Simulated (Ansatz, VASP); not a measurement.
## Two plane-wave programs on Ru

File INCAR:

```
SYSTEM = Ru
PREC = Accurate ; ENCUT = 520
EDIFF = 1E-6 ; ISMEAR = 0
SIGMA = 0.1 ; LREAL = .False.
LASPH = .True. ; NELM = 150
ALGO = Normal ; ISIF = 2
LWAVE = .False. ; LCHARG = .False.
ISPIN = 2 ; MAGMOM = 1 1
LORBIT = 11 ; LMAXMIX = 4
LDIPOL = .True. ; IDIPOL = 3
DIPOL = 0.5 0.5 0.303 ; GGA = PE
NBANDS = 25
```

KPOINTS

```
regular mesh
0
Gamma
  6 6 1
  0 0 0
```

POSCAR

```
Ru
1.0
    2.6344371992     -0.0000002771      0.0000000000
   -1.3172183596      2.2814896777      0.0000000000
    0.0000000000      0.0000000000     28.0234623200
Ru
2
Direct
    0.0000000000      0.0000000000      0.3433189452
    0.0000000000      0.0000000000      0.2633155886
```

Input for Ansatz:

```yaml
crystal:
  lattice:
    - [2.6344371992, -2.771e-07, 0.0]
    - [-1.3172183596, 2.2814896777, 0.0]
    - [0.0, 0.0, 28.02346232]
  atoms:
    - { symbol: Ru, position: [0.0, 0.0, 0.3433189452], spin: 1.0 }
    - { symbol: Ru, position: [0.0, 0.0, 0.2633155886], spin: 1.0 }
  periodic: [true, true, false]
basis:
  ecutwfc: 420
kpoints:
  mp_grid: { grid: [6, 6, 1] }
hamiltonian:
  xc: pbe
scf:
  occupations: { method: gaussian, width: 0.1 }
  lower_state_search: "off"
output:
  forces: true
  stress: true
  eigenvalues: true
  populations: true
magnetization:
  spin_polarized: true
```

Alike in both runs: task single point; functional PBE; k mesh 6 × 6 × 1; occupations gaussian, width 0.1 eV; collinear spin.

|  | VASP | Ansatz |
| --- | --- | --- |
| version | VASP 6.6.1 | Ansatz 0.2.0 |
| potentials or method | VASP PAW PBE potentials, release 64 (Ru_pv), cutoff 520 eV | scalar-relativistic, plane waves, PAW |
| valence electrons in the cell | 28 | 32 |

Ansatz gave:

```
gap on the k mesh at the Fermi level (eV) : none
rms of the force components (eV/Å)        : 0.016
net moment per atom (μB)                  : 0.00
```

Task: Estimate VASP's values.

Result: gap on the k mesh at the Fermi level (eV): none; rms of the force components (eV/Å): 0.059; net moment per atom (μB): 0.00.

Atom by atom the forces differ by 0.074 eV/Å (rms over components). A gap of «none» marks a metal or a gap that the smearing closes. VASP's potentials hold 28 valence electrons a cell and Ansatz's 32, so a difference there can come from the potentials and not from the codes. Ansatz's warnings: seeded moment not kept.

The k mesh is coarse, so the values compare programs but aren't converged.
